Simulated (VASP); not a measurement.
## Al: single point with LDA

The system is Al.

```
Al
1.0
     2.88252    0.00000    0.00000
    -1.44126    2.49634    0.00000
     0.00000    0.00000    9.36616
Al
4
Direct
  0.00000 0.00000 0.00000
  0.33333 0.66667 0.25000
  0.00000 0.00000 0.50000
  0.66667 0.33333 0.75000
```

```json
{
 "Program": "VASP 6.6.1",
 "Task": "single point",
 "Functional": "LDA",
 "Potentials or basis": "VASP PAW LDA potentials, release 64 (Al)",
 "Cutoff": "520 eV",
 "k mesh": "9 × 9 × 3",
 "Occupations": "fermi-dirac, width 0.15 eV",
 "Spin": "no spin polarisation",
 "Dipole correction": "no",
 "Further INCAR settings": "ALGO = Normal; EDIFF = 1e-07; NBANDS = 14"
}
```

The pressure is -4.4 GPa and the band gap on the k mesh is zero (band 6 reaches 11.51 eV, above the bottom of band 7 at 6.23 eV).

Stress tensor (GPa, compression positive):
```
-5.00  0.00  0.00
 0.00 -5.00  0.00
 0.00  0.00 -3.09
```

Levels at points of the mesh, in eV from the Fermi level:
```
           k point  band 2  band 3  band 4  band 5  band 6  band 7  band 8  band 9
(0.00, 0.00, 0.00)   -9.23   -9.23   -4.39   -4.25    3.52    3.53   10.35   10.35
```

It took 6.4 s on 1 thread of Intel(R) Xeon(R) 6975P-C (Granite Rapids), with other jobs on the host, peak memory 0.15 GiB.
